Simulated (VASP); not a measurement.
# BN (P6_3/mmc) in VASP: a series of runs

Aim: see how the results for BN move with the level of theory and the settings. Levels: r2SCAN-based global hybrid with 15 % exact exchange, PBE0, r2SCAN-based global hybrid with 25 % exact exchange, r2SCAN-based global hybrid with 35 % exact exchange. Tasks: single point, relaxation of cell and atoms.

Everything below comes from runs of VASP 6.6.1. Logs are shortened: lines on timing, memory, paths and dates and some standing lists are left out, and cuts for length are marked.

## Step 1: The cell of the first run

Symmetry: P6_3/mmc, No. 194, hexagonal system. Conventional cell: a = 2.498 Å, b = 2.498 Å, c = 6.636 Å, α = 90.00°, β = 90.00°, γ = 120.00°. N (site symmetry -6m2) has 3 B at 1.44 Å within 1.9 Å. B (site symmetry -6m2) has 3 N at 1.44 Å within 1.9 Å.

## Step 2: Single point, r2SCAN-based global hybrid with 15 % exact exchange

File POSCAR:

```
BN
1.0
    2.4982400000      0.0000000000      0.0000000000
   -1.2491200000      2.1635393048      0.0000000000
    0.0000000000      0.0000000000      6.6357000000
N B
2 2
Direct
    0.6666666667      0.3333333333      0.2500000000
    0.3333333333      0.6666666667      0.7500000000
    0.6666666667      0.3333333333      0.7500000000
    0.3333333333      0.6666666667      0.2500000000
```

File INCAR.step1:

```
SYSTEM = BN
ALGO = Normal
EDIFF = 1E-5
ENCUT = 520
GGA = PE
ISIF = 2
ISMEAR = -1
LASPH = .True.
LCHARG = .False.
LREAL = .False.
LWAVE = .True.
NBANDS = 16
NELM = 80
PREC = Accurate
SIGMA = 0.05
```

File INCAR.step2:

```
SYSTEM = BN
AEXX = 0.15
ALGO = Normal
EDIFF = 1E-7
ENCUT = 520
ISIF = 2
ISMEAR = -1
ISTART = 1
LASPH = .True.
LCHARG = .False.
LHFCALC = .True.
LMIXTAU = .True.
LREAL = .False.
LWAVE = .False.
METAGGA = R2SCAN
NBANDS = 16
NELM = 80
PREC = Accurate
PRECFOCK = Normal
SIGMA = 0.05
```

File KPOINTS:

```
k-points
0
Gamma
  7 7 3
  0 0 0
```

Potentials or basis: VASP PAW PBE potentials, release 64 (N, B).

Run with:

```bash
cat potpaw_PBE.64/N/POTCAR potpaw_PBE.64/B/POTCAR > POTCAR
cp INCAR.step1 INCAR
mpirun -np 1 vasp_std > vasp.out
cp INCAR.step2 INCAR
mpirun -np 1 vasp_std > vasp.out
```

OUTCAR:

```text
SYSTEM = BN
   AEXX = 0.15
   EDIFF = 1E-7
   ENCUT = 520
   ISIF = 2
   ISMEAR = -1
   ISTART = 1
   LASPH = .True.
   LHFCALC = .True.
   LREAL = .False.
   METAGGA = R2SCAN
   NELM = 80
   PREC = Accurate
   PRECFOCK = Normal

 ion  position               nearest neighbor table
   1  0.667  0.333  0.250-   4 1.44   4 1.44   4 1.44
   2  0.333  0.667  0.750-   3 1.44   3 1.44   3 1.44
   3  0.667  0.333  0.750-   2 1.44   2 1.44   2 1.44
   4  0.333  0.667  0.250-   1 1.44   1 1.44   1 1.44

  LATTYP: Found a hexagonal cell.
 ALAT       =     2.4982400000
 C/A-ratio  =     2.6561499296

  Lattice vectors:

 A1 = (   2.4982400000,   0.0000000000,   0.0000000000)
 A2 = (  -1.2491200000,   2.1635393048,   0.0000000000)
 A3 = (   0.0000000000,   0.0000000000,   6.6357000000)

Analysis of symmetry for initial positions (statically):
=====================================================================
 Subroutine PRICEL returns:
 Original cell was already a primitive cell.

 Routine SETGRP: Setting up the symmetry group for a
 hexagonal supercell.

 Subroutine GETGRP returns: Found 24 space group operations
 (whereof 12 operations were pure point group operations)
 out of a pool of 24 trial point group operations.

The static configuration has the point symmetry D_3d.
 The point group associated with its full space group is D_6h.

Analysis of symmetry for dynamics (positions and initial velocities):
=====================================================================
 Subroutine PRICEL returns:
 Original cell was already a primitive cell.

 Routine SETGRP: Setting up the symmetry group for a
 hexagonal supercell.

 Subroutine GETGRP returns: Found 24 space group operations
 (whereof 12 operations were pure point group operations)
 out of a pool of 24 trial point group operations.

The dynamic configuration has the point symmetry D_3d.
 The point group associated with its full space group is D_6h.

 Subroutine INISYM returns: Found 24 space group operations
 (whereof 12 operations are pure point group operations),
 and found     1 'primitive' translations

----------------------------------------------------------------------------------------

                                     Primitive cell

  volume of cell :      35.8662

  direct lattice vectors                    reciprocal lattice vectors
     2.498240000  0.000000000  0.000000000     0.400281798  0.231102804  0.000000000
    -1.249120000  2.163539305  0.000000000     0.000000000  0.462205608  0.000000000
     0.000000000  0.000000000  6.635700000     0.000000000  0.000000000  0.150700002

  length of vectors
     2.498240000  2.498240000  6.635700000     0.462205608  0.462205608  0.150700002

  position of ions in fractional coordinates (direct lattice)
     0.666666667  0.333333333  0.250000000
     0.333333333  0.666666667  0.750000000
     0.666666667  0.333333333  0.750000000
     0.333333333  0.666666667  0.250000000

  ion indices of the primitive-cell ions
   primitive index   ion index
                 1           1
                 2           2
                 3           3
                 4           4

----------------------------------------------------------------------------------------

 KPOINTS: k-points

Automatic generation of k-mesh.
 Grid dimensions read from file:
 generate k-points for:    7    7    3

 Generating k-lattice:

  Cartesian coordinates                     Fractional coordinates (reciprocal lattice)
     0.057183114  0.033014686  0.000000000     0.142857143 -0.000000000  0.000000000
     0.000000000  0.066029373  0.000000000     0.000000000  0.142857143  0.000000000
     0.000000000  0.000000000  0.050233334     0.000000000  0.000000000  0.333333333

  Length of vectors
     0.066029373  0.066029373  0.050233334

  Shift w.r.t. Gamma in fractional coordinates (k-lattice)
     0.000000000  0.000000000  0.000000000

 Subroutine IBZKPT returns following result:
 ===========================================

 Found     16 irreducible k-points:

 Following reciprocal coordinates:
            Coordinates               Weight
  0.000000  0.000000  0.000000      1.000000
  0.142857 -0.000000  0.000000      6.000000
  0.285714 -0.000000  0.000000      6.000000
  0.428571  0.000000  0.000000      6.000000
  0.142857  0.142857  0.000000      6.000000
  0.285714  0.142857  0.000000     12.000000
[... 8 lines left out ...]
  0.428571  0.142857  0.333333     12.000000
  0.285714  0.285714  0.333333     12.000000
   k-points           NKPTS =     16   k-points in BZ     NKDIM =    147   number of bands    NBANDS=     16
   number of dos      NEDOS =    301   number of ions     NIONS =      4
   total plane-waves  NPLWV =  20000
   dimension x,y,z NGX =    20 NGY =   20 NGZ =   50
   dimension x,y,z NGXF=    40 NGYF=   40 NGZF=  100
   ions per type =               2   2
   NGX,Y,Z   is equivalent  to a cutoff of  13.31, 13.31, 12.53 a.u.
   NGXF,Y,Z  is equivalent  to a cutoff of  26.62, 26.62, 25.05 a.u.
 SYSTEM =  BN
   PREC   = accura    normal or accurate (medium, high low for compatibility)
   ISTART =      1    job   : 0-new  1-cont  2-samecut
   ICHARG =      0    charge: 1-file 2-atom 10-const
   ISPIN  =      1    spin polarized calculation?
   LNONCOLLINEAR =      F non collinear calculations
   LSORBIT =      F    spin-orbit coupling
   LASPH  =      T    aspherical Exc in radial PAW
   ENCUT  =  520.0 eV  38.22 Ry    6.18 a.u.   4.65  4.65 12.34*2*pi/ulx,y,z
   NELM   =     80;   NELMIN=  2; NELMDL=  0     # of ELM steps
   EDIFF  = 0.1E-06   stopping-criterion for ELM
   LREAL  =      F    real-space projection
   EDIFFG = 0.1E-05   stopping-criterion for IOM
   NSW    =      0    number of steps for IOM
   IBRION =     -1    ionic relax: 0-MD 1-quasi-New 2-CG
   NFREE  =      0    steps in history (QN), initial steepest desc. (CG)
   ISIF   =      2    stress and relaxation
   ISYM   =      3    0-nonsym 1-usesym 2-fastsym
   POTIM  = 0.5000    time-step for ionic-motion
   TEBEG  =    0.0;   TEEND  =   0.0 temperature during run
   PSTRESS=    0.0 pullay stress
   NELECT =      16.0000    total number of electrons
   NUPDOWN=      -1.0000    fix difference up-down
   EMIN   =  10.00;   EMAX   =-10.00  energy-range for DOS
   EFERMI =   0.00;   METHOD = LEGACY
   ISMEAR =    -1;   SIGMA  =   0.05  broadening in eV -4-tet -1-fermi 0-gaus
   EFERMI_NEDOS =   21; number of points for ismear=-14 and -15
   IALGO  =     38    algorithm
   IMIX   =      1    mixing-type and parameters
     AMIX     =   0.40;   BMIX     =  1.00
     AMIX_MAG =   1.60;   BMIX_MAG =  1.00
  volume/ion in A,a.u.               =       8.97        60.51
  Fermi-wavevector in a.u.,A,eV,Ry     =   1.250891  2.363842 21.289433  1.564729
  Thomas-Fermi vector in A             =   2.384864
   LORBIT       =      0    0 simple, 1 ext, 2 COOP (PROOUT), +10 PAW based schemes
   METAGGA = R2SCAN    functional components
   LHFCALC =     T    Hartree Fock is set to
   PRECFOCK=normal    Normal, Fast or Accurate (Low or Medium for compatibility)
   ENCUT4O =  -1.0   cutoff for four orbital integrals eV
   NKREDX  =     1    reduce k-point grid by
   NKREDY  =     1    reduce k-point grid by
   NKREDZ  =     1    reduce k-point grid by
   AEXX    =    0.1500 exact exchange contribution
   HFSCREEN=    0.0000 screening length (either q_TF or 0.3 A-1)
   HFSCREENC=   0.0000 screening length for correlation (either q_TF or 0.3 A-1)
   ENCUTFOCK=  -1.0 apply spherical cutoff to Coloumb kernel
   IVDW    =     0    specifies the selected vdW correction
   LEPSILON=     F    determine dielectric tensor
   LRPA    =     F    only Hartree local field effects (RPA)
 non-spin polarized calculation
  energy-cutoff  :      520.00
  volume of cell :       35.87
 maximum number of plane-waves:       985
 NGX is ok and might be reduce to    20
  NGX = 14; NGY = 14; NGZ = 40

 number of electron      15.9999997 magnetization

 Free energy of the ion-electron system (eV)
  ---------------------------------------------------
  ext. energy  EPLUGINS =         0.00000000
  ---------------------------------------------------
  free energy    TOTEN  =       -42.55777825 eV

  energy without entropy =      -42.55777825  energy(sigma->0) =      -42.55777825

 E-fermi :   2.4675     XC(G=0):  -9.3344

 val. band max:        1.3604181521   @ k =   0.2857   0.2857   0.0000
 cond. band min:       7.6180922484   @ k =   0.4286   0.1429   0.0000
 fundamental gap:      6.2576740962
 Fermi energy:         2.4674947843

 k-point     1 :       0.0000    0.0000    0.0000
  band No.  band energies     occupation
      1     -18.3305      2.00000
      2     -18.0258      2.00000
      3      -5.3709      2.00000
      4      -3.0662      2.00000
      5      -0.0979      2.00000
      6      -0.0978      2.00000
[... 8 lines left out ...]
     15      15.9489      0.00000
     16      17.3208      0.00000

 k-point     2 :       0.1429   -0.0000    0.0000
  band No.  band energies     occupation
      1     -17.8989      2.00000
      2     -17.6081      2.00000
      3      -4.7702      2.00000
      4      -2.5272      2.00000
      5      -1.7569      2.00000
      6      -1.7149      2.00000
[... 8 lines left out ...]
     15      17.0300      0.00000
     16      17.2924      0.00000

 k-point     3 :       0.2857   -0.0000    0.0000
  band No.  band energies     occupation
      1     -16.6913      2.00000
      2     -16.4465      2.00000
      3      -5.1106      2.00000
      4      -5.0325      2.00000
      5      -3.0467      2.00000
      6      -2.1939      2.00000
[... 8 lines left out ...]
     15      19.4074      0.00000
     16      21.1720      0.00000

 k-point     4 :       0.4286    0.0000    0.0000
  band No.  band energies     occupation
      1     -15.2034      2.00000
      2     -15.0668      2.00000
      3      -7.9215      2.00000
      4      -7.8351      2.00000
      5      -3.0595      2.00000
      6      -2.9890      2.00000
[... 8 lines left out ...]
     15      18.8337      0.00000
     16      22.6630      0.00000

 k-point     5 :       0.1429    0.1429    0.0000
  band No.  band energies     occupation
      1     -17.0746      2.00000
      2     -16.8132      2.00000
      3      -3.8447      2.00000
      4      -3.8232      2.00000
      5      -3.6032      2.00000
      6      -2.2982      2.00000
[... 8 lines left out ...]
     15      18.3717      0.00000
     16      18.8635      0.00000

 k-point     6 :       0.2857    0.1429    0.0000
  band No.  band energies     occupation
      1     -15.6573      2.00000
      2     -15.4671      2.00000
      3      -6.6154      2.00000
      4      -6.5427      2.00000
      5      -3.7980      2.00000
      6      -3.7236      2.00000
[... 8 lines left out ...]
     15      18.6271      0.00000
     16      21.1581      0.00000
[... 115 lines left out ...]
 k-point    13 :       0.1429    0.1429    0.3333
  band No.  band energies     occupation
      1     -17.0117      2.00000
      2     -16.8811      2.00000
      3      -3.8670      2.00000
      4      -3.8410      2.00000
      5      -3.1214      2.00000
      6      -2.3018      2.00000
[... 8 lines left out ...]
     15      18.3541      0.00000
     16      18.4330      0.00000

 k-point    14 :       0.2857    0.1429    0.3333
  band No.  band energies     occupation
      1     -15.6110      2.00000
      2     -15.5159      2.00000
      3      -6.6013      2.00000
      4      -6.5648      2.00000
      5      -3.7818      2.00000
      6      -3.7445      2.00000
[... 8 lines left out ...]
     15      19.2624      0.00000
     16      20.6234      0.00000

 k-point    15 :       0.4286    0.1429    0.3333
  band No.  band energies     occupation
      1     -14.6620      2.00000
      2     -14.6272      2.00000
      3      -8.1145      2.00000
      4      -8.0742      2.00000
      5      -4.3012      2.00000
      6      -4.2598      2.00000
[... 8 lines left out ...]
     15      18.9271      0.00000
     16      21.4465      0.00000

 k-point    16 :       0.2857    0.2857    0.3333
  band No.  band energies     occupation
      1     -14.4879      2.00000
      2     -14.4467      2.00000
      3      -7.3403      2.00000
      4      -7.2988      2.00000
      5      -5.8574      2.00000
      6      -5.8354      2.00000
[... 8 lines left out ...]
     15      20.1034      0.00000
     16      20.2368      0.00000

------------------------ aborting loop because EDIFF is reached ----------------------------------------

  FORCE on cell =-STRESS in cart. coord.  units (eV):
  Direction    XX          YY          ZZ          XY          YZ          ZX
  --------------------------------------------------------------------------------------
  -------------------------------------------------------------------------------------
  Total       -0.2431682     -0.2431682      0.1411723     -0.0000000     -0.0000000      0.0000000
  in kB      -10.8625467    -10.8625467      6.3062969     -0.0000000     -0.0000000      0.0000000
  external PRESSURE =      -5.1395988 kB  Pullay stress =       0.0000000 kB

 VOLUME and BASIS-vectors are now :
 -----------------------------------------------------------------------------
  energy-cutoff  :      520.00
  volume of cell :       35.87
      direct lattice vectors                 reciprocal lattice vectors
     2.498240000  0.000000000  0.000000000     0.400281798  0.231102804  0.000000000
    -1.249120000  2.163539305  0.000000000     0.000000000  0.462205608  0.000000000
     0.000000000  0.000000000  6.635700000     0.000000000  0.000000000  0.150700002

 POSITION                                       TOTAL-FORCE (eV/Angst)
 -----------------------------------------------------------------------------------
      1.24912      0.72118      1.65892        -0.000000      0.000000     -0.000000
     -0.00000      1.44236      4.97677         0.000000     -0.000000      0.000000
      1.24912      0.72118      4.97677        -0.000000      0.000000     -0.000000
     -0.00000      1.44236      1.65892         0.000000      0.000000     -0.000000
 -----------------------------------------------------------------------------------
    total drift:                                0.000000      0.000000     -0.000000

  FREE ENERGIE OF THE ION-ELECTRON SYSTEM (eV)
  ---------------------------------------------------
  free  energy   TOTEN  =       -42.5577782468 eV

  energy  without entropy=      -42.5577782467  energy(sigma->0) =      -42.55777825
```

It took 21 min on 1 thread of Intel Xeon Platinum 8259CL at 2.50GHz (Skylake/Cascade Lake), shared host; peak memory 0.17 GiB.

What came out:

```yaml
Free_energy: -42.5578 eV
Pressure: -0.5 GPa
Band_gap_on_the_k_mesh: 6.26 eV (least direct gap 6.49 eV)
```

Caveat: the PAW data sets were made with another functional, which shifts forces and pressure a little. A k mesh can miss the band edges.

## Step 3: Single point, PBE0

This run uses another cell than the first one, of 10.71 Å³/atom.

File POSCAR:

```
BN
1.0
    2.4953215114      0.0000000000      0.0000000000
   -1.2476607557      2.1610118195      0.0000000000
    0.0000000000      0.0000000000      7.9481772774
N B
2 2
Direct
    0.6666666667      0.3333333333      0.2500000000
    0.3333333333      0.6666666667      0.7500000000
    0.6666666667      0.3333333333      0.7500000000
    0.3333333333      0.6666666667      0.2500000000
```

File INCAR.step1:

```
PREC = Accurate
ENCUT = 520
EDIFF = 1E-5
ISMEAR = -1
SIGMA = 0.05
LREAL = False
LASPH = True
NELM = 100
ALGO = Normal
ISIF = 2
LWAVE = True
LCHARG = False
GGA = PE
NBANDS = 16
```

File INCAR.step2:

```
PREC = Accurate
ENCUT = 520
EDIFF = 1E-6
ISMEAR = -1
SIGMA = 0.05
LREAL = False
LASPH = True
NELM = 100
ALGO = Normal
ISIF = 2
LWAVE = False
LCHARG = False
GGA = PE
LHFCALC = True
AEXX = 0.25
PRECFOCK = Normal
ISTART = 1
NBANDS = 16
```

File KPOINTS:

```
regular mesh
0
Gamma
  6 6 2
```

Potentials or basis: VASP PAW PBE potentials, release 64 (N, B).

Run with:

```bash
cat potpaw_PBE.64/N/POTCAR potpaw_PBE.64/B/POTCAR > POTCAR
cp INCAR.step1 INCAR
mpirun -np 1 vasp_std > vasp.out
cp INCAR.step2 INCAR
mpirun -np 1 vasp_std > vasp.out
```

Run time: 3.5 min. Hardware: 1 thread of Intel Xeon Platinum 8559C (Emerald Rapids), shared host; peak memory 0.16 GiB.

Results (log left out):

```
Free energy            : -42.7347 eV
Pressure               : 0.1 GPa
Band gap on the k mesh : 6.35 eV (least direct gap 6.89 eV)
```

Stress tensor (GPa, compression positive):
```
 0.32  0.00  0.00
 0.00  0.32  0.00
 0.00  0.00 -0.20
```

Levels at points of the mesh, in eV from the valence-band top:
| k point | band 6 | band 7 | band 8 | band 9 | band 10 | band 11 |
| --- | --- | --- | --- | --- | --- | --- |
| (0.00, 0.00, 0.00) | -1.58 | -1.58 | -1.58 | 6.35 | 10.36 | 13.25 |
| (0.50, 0.00, 0.00) | -4.64 | -1.18 | -0.83 | 6.65 | 7.30 | 11.87 |
| (0.00, 0.00, 0.50) | -1.58 | -1.58 | -1.58 | 7.92 | 7.92 | 14.23 |
| (0.50, 0.00, 0.50) | -4.64 | -1.00 | -1.00 | 6.92 | 6.92 | 12.26 |

Caveat: the k points lie up to 0.48 Å⁻¹ apart; the PAW data sets were made with another functional, which shifts forces and pressure a little; this functional lacks dispersion, which binds layers or chains, so the pressure and a relaxed spacing across them are unreliable.

(Continued in part 2 of 2.)
